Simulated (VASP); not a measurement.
I, 4 atoms in the cell. The structure is orthorhombic, space group Cmce (No. 64). The conventional cell has a = 8.195 Å, b = 4.690 Å, c = 9.679 Å, α = 90.00°, β = 90.00°, γ = 90.00°. Within 3.7 Å of I (site symmetry m) lie 3 I at 2.81 to 3.41 Å. 

```yaml
Program: VASP 6.6.1
Task: single point
Functional: PBE
Potentials_or_basis: VASP PAW PBE potentials, release 64 (I)
Cutoff: 520 eV
k_mesh: 6 × 6 × 2
Occupations: gaussian, width 0.1 eV
Spin: no spin polarisation
Dipole_correction: no
Further_INCAR_settings: ALGO = Normal; EDIFF = 1e-07; NBANDS = 22
```

Potentials or basis: VASP PAW PBE potentials, release 64 (I).

Launch:

```sh
$ cat potpaw_PBE.64/I/POTCAR > POTCAR
$ mpirun -np 1 vasp_std > vasp.out
```

Hardware: 1 thread of AMD EPYC 7R13 Processor (Zen 3), with other jobs on the host.

How long does it take, and how much memory?

It took 73 s on 1 thread of AMD EPYC 7R13 Processor (Zen 3), with other jobs on the host, peak memory 0.28 GiB. Counts: scf iterations 15, k points 26.
